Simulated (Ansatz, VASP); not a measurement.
# Two plane-wave programs on Lu

```
Lu
1.0
     5.20819    0.00000    0.00000
    -2.60409    4.51042    0.00000
     0.00000    0.00000    3.26820
Lu
3
Direct
  0.00000 0.00000 0.00000
  0.33333 0.66667 0.50000
  0.66667 0.33333 0.50000
```

Alike in both runs: task single point; functional PBE; k mesh 8 × 8 × 10; occupations fermi-dirac, width 0.1 eV; no spin polarisation.

|  | VASP | Ansatz |
| --- | --- | --- |
| version | VASP 6.6.1 | Ansatz 0.2.0 |
| potentials or method | VASP PAW PBE potentials, release 64 (Lu), cutoff 520 eV | plane waves (420 eV) with PAW, scalar-relativistic |
| valence electrons in the cell | 75 | 75 |

|  | VASP | Ansatz | Ansatz less VASP |
| --- | --- | --- | --- |
| pressure (GPa) | 7.7 | 6.9 | -0.75 |
| traceless stress, the component that is largest in VASP (GPa) | -0.39 | -0.32 | +0.065 |

The functional is the same, so the differences come from potentials, cutoffs and numerics.

Spin-orbit coupling is off throughout.
